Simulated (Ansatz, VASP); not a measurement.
One calculation of MgZr2N, two programs

```xyz
4
Lattice="3.2534 0.0000 0.0000 -1.6267 2.8175 0.0000 0.0000 0.0000 7.8474" Properties=species:S:1:pos:R:3 pbc="T T T"
Mg    0.0000    0.0000    3.9237
Zr    0.0000    1.8783    1.2575
Zr    1.6267    0.9392    6.5898
N     0.0000    0.0000    0.0000
```

Change from the starting cell: relaxed end of: species swapped into the ScAgSe2 type (P-3m1, No. 164).

Alike in both runs: task single point; functional PBE; k mesh 6 × 6 × 2; occupations gaussian, width 0.1 eV; collinear spin.

|  | VASP | Ansatz |
| --- | --- | --- |
| version | VASP 6.6.1 | Ansatz 0.2.0 |
| potentials or method | VASP PAW PBE potentials, release 64 (Mg, Zr_sv, N), cutoff 520 eV | scalar-relativistic, plane waves, PAW |
| valence electrons in the cell | 31 | 39 |

```tsv
	VASP	Ansatz	Ansatz less VASP
gap on the k mesh at the Fermi level (eV)	none	none	-
pressure (GPa)	0.2	0.1	-0.06
traceless stress, the component that is largest in VASP (GPa)	-0.11	-0.10	+0.011
rms of the force components (eV/Å)	0.017	0.006	-0.0115
net moment per atom (μB)	0.00	0.00	0.000
```

Atom by atom the forces differ by 0.011 eV/Å (rms over components). A gap of «none» marks a metal or a gap that the smearing closes. With one functional, cell and mesh, what is left measures potentials, basis and numerics. VASP's potentials hold 31 valence electrons a cell and Ansatz's 39, so a difference there can come from the potentials and not from the codes. Ansatz's warnings: seeded moment not kept.

The k mesh is coarse, so the values compare programs but aren't converged.
